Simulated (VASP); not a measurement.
# BrH in VASP: single point with PBE+D3(BJ)

Aim: the single point of BrH with PBE+D3(BJ).

All numbers are computed with VASP 6.6.1; they aren't measurements. Logs are shortened: lines on timing, memory, paths and dates and some standing lists are left out, and cuts for length are marked.

**1. The cell of the first run**

The cell holds a molecule in a box, 2 atoms: a = 14.000 Å, b = 14.500 Å, c = 15.000 Å, α = 90.00°, β = 90.00°, γ = 90.00°.

**2. Single point, PBE+D3(BJ)**

The input, INCAR:

```
SYSTEM = HBr
PREC = Accurate ; ENCUT = 520
EDIFF = 1E-6 ; ISMEAR = 0
SIGMA = 0.005 ; LREAL = .False.
LASPH = .True. ; NELM = 80
ALGO = Normal ; ISIF = 2
LWAVE = .False. ; LCHARG = .False.
GGA = PE ; IVDW = 12
NBANDS = 11 ; ISYM = 0
```

The input, KPOINTS:

```
regular mesh
0
Gamma
  1 1 1
  0 0 0
```

The input, POSCAR:

```
HBr
1.0
   14.0000000000      0.0000000000      0.0000000000
    0.0000000000     14.5000000000      0.0000000000
    0.0000000000      0.0000000000     15.0000000000
Br H
1 1
Direct
    0.5511015335      0.4995315724      0.5005436272
    0.4488984665      0.5004684276      0.4994563728
```

Potentials or basis: VASP PAW PBE potentials, release 64 (Br, H).

Started as:

```sh
> cat potpaw_PBE.64/Br/POTCAR potpaw_PBE.64/H/POTCAR > POTCAR
> mpirun -np 1 vasp_gam > vasp.out
```

OUTCAR:

```text
SYSTEM = HBr
   PREC = Accurate
   ENCUT = 520
   EDIFF = 1E-6
   ISMEAR = 0
   LREAL = .False.
   LASPH = .True.
   NELM = 80
   ISIF = 2
   GGA = PE
   IVDW = 12
   ISYM = 0
 IVDW          = 12

 ion  position               nearest neighbor table
   1  0.551  0.500  0.501-   2 1.43
   2  0.449  0.500  0.499-   1 1.43

IMPORTANT INFORMATION: All symmetrisations will be switched off!
NOSYMM: (Re-)initialisation of all symmetry stuff for point group C_1.

----------------------------------------------------------------------------------------

                                     Primitive cell

  volume of cell :    3045.0000

  direct lattice vectors                    reciprocal lattice vectors
    14.000000000  0.000000000  0.000000000     0.071428571  0.000000000  0.000000000
     0.000000000 14.500000000  0.000000000     0.000000000  0.068965517  0.000000000
     0.000000000  0.000000000 15.000000000     0.000000000  0.000000000  0.066666667

  length of vectors
    14.000000000 14.500000000 15.000000000     0.071428571  0.068965517  0.066666667

  position of ions in fractional coordinates (direct lattice)
     0.551101534  0.499531572  0.500543627
     0.448898466  0.500468428  0.499456373

  ion indices of the primitive-cell ions
   primitive index   ion index
                 1           1
                 2           2

----------------------------------------------------------------------------------------

 KPOINTS: regular mesh

Automatic generation of k-mesh.
 Grid dimensions read from file:
 generate k-points for:    1    1    1

 Generating k-lattice:

  Cartesian coordinates                     Fractional coordinates (reciprocal lattice)
     0.071428571  0.000000000  0.000000000     1.000000000  0.000000000  0.000000000
     0.000000000  0.068965517  0.000000000     0.000000000  1.000000000  0.000000000
     0.000000000  0.000000000  0.066666667     0.000000000  0.000000000  1.000000000

  Length of vectors
     0.071428571  0.068965517  0.066666667

  Shift w.r.t. Gamma in fractional coordinates (k-lattice)
     0.000000000  0.000000000  0.000000000

 Subroutine IBZKPT returns following result:
 ===========================================

 Found      1 irreducible k-points:

 Following reciprocal coordinates:
            Coordinates               Weight
  0.000000  0.000000  0.000000      1.000000
   k-points           NKPTS =      1   k-points in BZ     NKDIM =      1   number of bands    NBANDS=     11
   number of dos      NEDOS =    301   number of ions     NIONS =      2
   total plane-waves  NPLWV = ******
   dimension x,y,z NGX =   108 NGY =  108 NGZ =  112
   dimension x,y,z NGXF=   216 NGYF=  216 NGZF=  224
   ions per type =               1   1
   NGX,Y,Z   is equivalent  to a cutoff of  12.82, 12.38, 12.41 a.u.
   NGXF,Y,Z  is equivalent  to a cutoff of  25.65, 24.76, 24.83 a.u.
 SYSTEM =  HBr
   PREC   = accura    normal or accurate (medium, high low for compatibility)
   ISTART =      0    job   : 0-new  1-cont  2-samecut
   ICHARG =      2    charge: 1-file 2-atom 10-const
   ISPIN  =      1    spin polarized calculation?
   LNONCOLLINEAR =      F non collinear calculations
   LSORBIT =      F    spin-orbit coupling
   LASPH  =      T    aspherical Exc in radial PAW
   ENCUT  =  520.0 eV  38.22 Ry    6.18 a.u.  26.03 26.96 27.89*2*pi/ulx,y,z
   NELM   =     80;   NELMIN=  2; NELMDL= -5     # of ELM steps
   EDIFF  = 0.1E-05   stopping-criterion for ELM
   LREAL  =      F    real-space projection
   EDIFFG = 0.1E-04   stopping-criterion for IOM
   NSW    =      0    number of steps for IOM
   IBRION =     -1    ionic relax: 0-MD 1-quasi-New 2-CG
   NFREE  =      0    steps in history (QN), initial steepest desc. (CG)
   ISIF   =      2    stress and relaxation
   ISYM   =      0    0-nonsym 1-usesym 2-fastsym
   POTIM  = 0.5000    time-step for ionic-motion
   TEBEG  =    0.0;   TEEND  =   0.0 temperature during run
   PSTRESS=    0.0 pullay stress
   NELECT =       8.0000    total number of electrons
   NUPDOWN=      -1.0000    fix difference up-down
   EMIN   =  10.00;   EMAX   =-10.00  energy-range for DOS
   EFERMI =   0.00;   METHOD = LEGACY
   ISMEAR =     0;   SIGMA  =   0.01  broadening in eV -4-tet -1-fermi 0-gaus
   EFERMI_NEDOS =   21; number of points for ismear=-14 and -15
   IALGO  =     38    algorithm
   IMIX   =      4    mixing-type and parameters
     AMIX     =   0.40;   BMIX     =  1.00
     AMIX_MAG =   1.60;   BMIX_MAG =  1.00
  volume/ion in A,a.u.               =    1522.50     10274.34
  Fermi-wavevector in a.u.,A,eV,Ry     =   0.225896  0.426882  0.694293  0.051029
  Thomas-Fermi vector in A             =   1.013464
   LORBIT       =      0    0 simple, 1 ext, 2 COOP (PROOUT), +10 PAW based schemes
   GGA     = PE    functional components
   LHFCALC =     F    Hartree Fock is set to
   AEXX    =    0.0000 exact exchange contribution
   IVDW    =    12    specifies the selected vdW correction
   LEPSILON=     F    determine dielectric tensor
   LRPA    =     F    only Hartree local field effects (RPA)
 non-spin polarized calculation
 Gauss-broadening in eV      SIGMA  =   0.01
  energy-cutoff  :      520.00
  volume of cell :     3045.00
 maximum number of plane-waves:     40942
 NGX is ok and might be reduce to   108
   NGX = 53   NGY = 53   NGZ = 55

 number of electron       7.9999999 magnetization

 Free energy of the ion-electron system (eV)
  ---------------------------------------------------
  ext. energy  EPLUGINS =         0.00000000
  ---------------------------------------------------
  free energy    TOTEN  =        -5.38684636 eV

  energy without entropy =       -5.38684636  energy(sigma->0) =       -5.38684636

 E-fermi :  -7.3056     XC(G=0):  -0.2851

 val. band max:       -7.3567608096   @ k =   0.0000   0.0000   0.0000
 cond. band min:      -1.4475871589   @ k =   0.0000   0.0000   0.0000
 fundamental gap:      5.9091736507
 Fermi energy:        -7.3055949965

 k-point     1 :       0.0000    0.0000    0.0000
  band No.  band energies     occupation
      1     -20.4229      2.00000
      2     -11.0200      2.00000
      3      -7.3568      2.00000
      4      -7.3568      2.00000
      5      -1.4476      0.00000
      6      -0.0685      0.00000
      7       0.4537      0.00000
      8       0.5157      0.00000
      9       0.5218      0.00000
     10       0.5514      0.00000
     11       0.6689      0.00000

------------------------ aborting loop because EDIFF is reached ----------------------------------------

 Edisp (eV)   -0.01029

 E8    (eV) :    -0.0034

  FORCE on cell =-STRESS in cart. coord.  units (eV):
  Direction    XX          YY          ZZ          XY          YZ          ZX
  --------------------------------------------------------------------------------------
  -------------------------------------------------------------------------------------
  Total       0.01132    -0.01337    -0.01315    -0.00025    -0.00004     0.00030
  in kB       0.00596    -0.00704    -0.00692    -0.00013    -0.00002     0.00016
  external pressure =       -0.00 kB  Pullay stress =        0.00 kB

 VOLUME and BASIS-vectors are now :
 -----------------------------------------------------------------------------
  energy-cutoff  :      520.00
  volume of cell :     3045.00
      direct lattice vectors                 reciprocal lattice vectors
    14.000000000  0.000000000  0.000000000     0.071428571  0.000000000  0.000000000
     0.000000000 14.500000000  0.000000000     0.000000000  0.068965517  0.000000000
     0.000000000  0.000000000 15.000000000     0.000000000  0.000000000  0.066666667

 POSITION                                       TOTAL-FORCE (eV/Angst)
 -----------------------------------------------------------------------------------
      7.71542      7.24321      7.50815         0.017172     -0.000252      0.000315
      6.28458      7.25679      7.49185        -0.017172      0.000252     -0.000315
 -----------------------------------------------------------------------------------
    total drift:                               -0.000042     -0.000077      0.000113

  FREE ENERGIE OF THE ION-ELECTRON SYSTEM (eV)
  ---------------------------------------------------
  free  energy   TOTEN  =        -5.3971329793 eV

  energy  without entropy=       -5.3971329793  energy(sigma->0) =       -5.39713298
```

It took 3.1 min on 1 thread of Intel Xeon Platinum 8259CL at 2.50GHz (Skylake/Cascade Lake), shared host; peak memory 1.8 GiB.

What came out:

```
Free energy                     : -5.3971 eV
Largest force                   : 0.017 eV/Å
Gap between the frontier levels : 5.91 eV
Dispersion energy per atom      : -0.005 eV
```

Forces on the atoms (eV/Å):
```
Br   0.017  0.000  0.000
H   -0.017  0.000  0.000
```
